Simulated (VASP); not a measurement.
MgS: single point with PBEsol

The system is MgS.

```
CELL_PARAMETERS angstrom
2.52541 2.52541 0.00000
-2.52541 2.52541 0.00000
0.00000 2.52541 2.52541
ATOMIC_POSITIONS crystal
Mg 0.00000 0.00000 0.00000
S 0.50000 0.50000 0.00000
```

```yaml
Program: VASP 6.6.1
Task: single point
Functional: PBEsol
Potentials_or_basis: VASP PAW PBE potentials, release 64 (Mg, S)
Cutoff: 520 eV
k_mesh: 8 × 8 × 8
Occupations: gaussian, width 0.01 eV
Spin: no spin polarisation
Dipole_correction: no
Further_INCAR_settings: ALGO = Normal; EDIFF = 1e-07; NBANDS = 11
```

```
Pressure               : 6.9 GPa
Band gap on the k mesh : 2.88 eV, indirect (least direct gap 4.33 eV)
```

Levels at points of the mesh, in eV from the valence-band top:
```
           k point  band 2  band 3  band 4  band 5  band 6  band 7
(0.00, 0.00, 0.00)    0.00    0.00    0.00    4.33    7.78    7.78
(0.50, 0.00, 0.00)   -5.39   -0.71   -0.71    4.52    6.92    6.92
(0.50, 0.50, 0.00)   -4.75   -1.92   -1.92    2.88    3.95   12.77
```

It took 18 s on 1 thread of AMD EPYC 7R43 64-Core Processor (Zen 3), with other jobs on the host, peak memory 0.12 GiB.

Caveat: the PAW data sets were made with another functional, which shifts forces and pressure a little. A k mesh can miss the band edges.
